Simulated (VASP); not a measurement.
# Mg (P6_3/mmc) in VASP: further runs, part 2 of 2

VASP 6.6.1. Earlier steps stand in the parts before.

### 3 Relaxation of shape and atoms at fixed volume, PBEsol (volume scaled by 0.840)

The input, INCAR:

```
SYSTEM = Mg
PREC = Accurate ; ENCUT = 600
EDIFF = 1E-7 ; ISMEAR = 0
SIGMA = 0.05 ; LREAL = .False.
LASPH = .True. ; NELM = 60
ALGO = Normal ; ISIF = 4
LWAVE = .False. ; LCHARG = .False.
GGA = PS ; IBRION = 2
NSW = 60 ; EDIFFG = -0.01
```

The input, KPOINTS:

```
Automatic mesh
0
Gamma
  18 18 10
  0 0 0
```

The input, POSCAR:

```
Mg
1.0
    2.9991954674      0.0000000000      0.0000000000
   -1.4995977337      2.5973794657      0.0000000000
    0.0000000000      0.0000000000      4.8547697109
Mg
2
Direct
    0.3333333333      0.6666666667      0.2500000000
    0.6666666667      0.3333333333      0.7500000000
```

Potentials or basis: VASP PAW PBE potentials, release 64 (Mg).

The run is started by

```bash
$ cat potpaw_PBE.64/Mg/POTCAR > POTCAR
$ mpirun -np 1 vasp_std > vasp.out
```

OUTCAR:

```text
SYSTEM = Mg
   PREC = Accurate
   ENCUT = 600
   EDIFF = 1E-7
   ISMEAR = 0
   LREAL = .False.
   LASPH = .True.
   NELM = 60
   ISIF = 4
   GGA = PS
   IBRION = 2
   NSW = 60
   EDIFFG = -0.01

 ion  position               nearest neighbor table
   1  0.333  0.667  0.250-   2 2.98   2 2.98   2 2.98   2 2.98   2 2.98   2 2.98
   2  0.667  0.333  0.750-   1 2.98   1 2.98   1 2.98   1 2.98   1 2.98   1 2.98

  LATTYP: Found a hexagonal cell.
 ALAT       =     2.9991954674
 C/A-ratio  =     1.6186906668

  Lattice vectors:

 A1 = (   2.9991954674,   0.0000000000,   0.0000000000)
 A2 = (  -1.4995977337,   2.5973794657,   0.0000000000)
 A3 = (   0.0000000000,   0.0000000000,   4.8547697109)

Analysis of symmetry for initial positions (statically):
=====================================================================
 Subroutine PRICEL returns:
 Original cell was already a primitive cell.

 Routine SETGRP: Setting up the symmetry group for a
[... 170 lines left out ...]
  energy without entropy =       -3.26921546  energy(sigma->0) =       -3.26958153

 E-fermi :   3.6737     XC(G=0):  -9.1654

 val. band max:        3.6736230044   @ k =   0.1667   0.1111   0.0000
 cond. band min:       3.7045112153   @ k =   0.3333   0.1111   0.1000
 fundamental gap:      0.0308882109
 Fermi energy:         3.6736575501

 k-point     1 :       0.0000    0.0000    0.0000
  band No.  band energies     occupation
      1      -4.1255      2.00000
      2       1.6916      2.00000
      3       2.4792      2.00000
      4      15.7343      0.00000
      5      15.7343      0.00000
      6      16.2646      0.00000
[... 199 lines left out ...]
 k-point    24 :       0.3889    0.1111    0.0000
  band No.  band energies     occupation
      1       0.3680      2.00000
      2       2.6527      2.00000
      3       5.8382      0.00000
      4       6.7304      0.00000
      5       8.0903      0.00000
      6       8.1503      0.00000

 [... further k-points ...]

------------------------ aborting loop because EDIFF is reached ----------------------------------------

  FORCE on cell =-STRESS in cart. coord.  units (eV):
  Direction    XX          YY          ZZ          XY          YZ          ZX
  --------------------------------------------------------------------------------------
  -------------------------------------------------------------------------------------
  Total        2.1823506      2.1823506      2.1757206      0.0000000     -0.0000000      0.0000000
  in kB       92.4541247     92.4541247     92.1732498      0.0000000     -0.0000000      0.0000000
  external PRESSURE =      92.3604997 kB  Pullay stress =       0.0000000 kB

 VOLUME and BASIS-vectors are now :
 -----------------------------------------------------------------------------
  energy-cutoff  :      600.00
  volume of cell :       37.82
      direct lattice vectors                 reciprocal lattice vectors
     2.999195467  0.000000000  0.000000000     0.333422750  0.192501714  0.000000000
    -1.499597734  2.597379466  0.000000000     0.000000000  0.385003429  0.000000000
     0.000000000  0.000000000  4.854769711     0.000000000  0.000000000  0.205982994

 POSITION                                       TOTAL-FORCE (eV/Angst)
 -----------------------------------------------------------------------------------
     -0.00000      1.73159      1.21369        -0.000000     -0.000000      0.000000
      1.49960      0.86579      3.64108         0.000000      0.000000      0.000000
 -----------------------------------------------------------------------------------
    total drift:                               -0.000000      0.000000     -0.000000

  FREE ENERGIE OF THE ION-ELECTRON SYSTEM (eV)
  ---------------------------------------------------
  free  energy   TOTEN  =        -3.2699475936 eV

  energy  without entropy=       -3.2692154646  energy(sigma->0) =       -3.26958153

 reached required accuracy - stopping structural energy minimisation
```

It took 13 s on 1 thread of Intel Xeon 6975P-C (Granite Rapids), shared host; peak memory 0.21 GiB.

What came out:

- Free energy: -3.2699 eV
- Pressure after relaxing: 9.2 GPa
- Band gap on the k mesh: zero (band 2 reaches 4.66 eV, above the bottom of band 3 at 2.48 eV)

Final structure:
```cif
data_structure
_symmetry_space_group_name_H-M 'P 1'
_symmetry_Int_Tables_number 1
_cell_length_a 2.9992
_cell_length_b 2.9992
_cell_length_c 4.8548
_cell_angle_alpha 90.000
_cell_angle_beta 90.000
_cell_angle_gamma 120.000
_cell_volume 37.82
loop_
_atom_site_label
_atom_site_type_symbol
_atom_site_fract_x
_atom_site_fract_y
_atom_site_fract_z
_atom_site_occupancy
Mg1 Mg 0.33333 0.66667 0.25000 1
Mg2 Mg 0.66667 0.33333 0.75000 1
```

Caveat: the relaxation stopped at its first step, so nothing moved; the PAW data sets were made with another functional, which shifts forces and pressure a little.

### 4 Relaxation of shape and atoms at fixed volume, PBEsol (volume scaled by 1.040)

The input, INCAR:

```
SYSTEM = Mg
PREC     = Accurate       ! precision mode
ENCUT    = 600            ! plane-wave cutoff, eV
EDIFF    = 1E-6           ! SCF threshold, eV
ISMEAR   = 0              ! smearing method
SIGMA    = 0.05           ! smearing width, eV
LREAL    = .FALSE.        ! projectors in reciprocal space
LASPH    = .TRUE.         ! aspherical terms in the spheres
NELM     = 80             ! most SCF steps
ALGO     = Fast           ! electronic algorithm
ISIF     = 4              ! what is computed and relaxed
LWAVE    = .FALSE.        ! write WAVECAR
LCHARG   = .FALSE.        ! write CHGCAR
GGA      = PS             ! functional
IBRION   = 2              ! ionic algorithm
NSW      = 60             ! ionic steps
EDIFFG   = -0.01          ! ionic threshold
```

The input, KPOINTS:

```
regular mesh
0
G
  16 16 10
  0 0 0
```

The input, POSCAR:

```
Mg
1.0
    3.2187853334      0.0000000000      0.0000000000
   -1.6093926667      2.7875498681      0.0000000000
    0.0000000000      0.0000000000      5.2185302052
Mg
2
Direct
    0.3333333333      0.6666666667      0.2500000000
    0.6666666667      0.3333333333      0.7500000000
```

The run is started by

```bash
$ cat potpaw_PBE.64/Mg/POTCAR > POTCAR
$ mpirun -np 1 vasp_std > vasp.out
```

Wall time 17 s (1 thread of Intel Xeon 6975P-C (Granite Rapids), shared host); peak memory 0.22 GiB.

It converged, with:

```yaml
Free_energy: -3.4335 eV
Pressure_after_relaxing: -1.4 GPa
Band_gap_on_the_k_mesh: zero (band 2 reaches 3.48 eV, above the bottom of band 3 at 1.27 eV)
```

Final structure:
```xyz
2
Lattice="3.2188 0.0000 0.0000 -1.6094 2.7875 0.0000 0.0000 0.0000 5.2185" Properties=species:S:1:pos:R:3 pbc="T T T"
Mg    0.0000    1.8584    1.3046
Mg    1.6094    0.9292    3.9139
```

Levels at points of the mesh, in eV from the Fermi level:
```
           k point  band 1  band 2  band 3  band 4  band 5  band 6
(0.00, 0.00, 0.00)   -6.87   -1.67   -1.25   10.78   10.80   10.85
(0.50, 0.00, 0.00)   -2.14   -2.13    2.61    2.99    3.21    3.63
(0.00, 0.00, 0.50)   -5.49   -5.49    4.97    4.97   11.52   11.52
(0.50, 0.00, 0.50)   -1.10   -1.10   -0.47   -0.47    7.90    7.91
```

Caveat: the relaxation stopped at its first step, so nothing moved; the PAW data sets were made with another functional, which shifts forces and pressure a little.

### 5 Summary

```tsv
task	cell	k mesh	gap on the mesh (eV)	pressure (GPa)
relaxation of cell and atoms	relaxed from a = 3.209, b = 3.209, c = 5.210 Å, angles 90.0, 90.0, 120.0°, 2 atoms	16 × 16 × 10	none	0.0
relaxation of shape and atoms at fixed volume	relaxed from a = 2.999, b = 2.999, c = 4.855 Å, angles 90.0, 90.0, 120.0°, 2 atoms	18 × 18 × 10	none	9.2
relaxation of shape and atoms at fixed volume	relaxed from a = 3.219, b = 3.219, c = 5.219 Å, angles 90.0, 90.0, 120.0°, 2 atoms	16 × 16 × 10	none	-1.4
```

Alike in all rows: level PBEsol; potentials or basis VASP PAW PBE potentials, release 64 (Mg); no spin polarisation; cutoff (eV) 600; smearing gaussian 0.05 eV.

Caveats: the PAW data sets were made with another functional, which shifts forces and pressure a little; the relaxation stopped at its first step, so nothing moved (some runs).

Absolute energies hang on the potentials; compare differences alone.
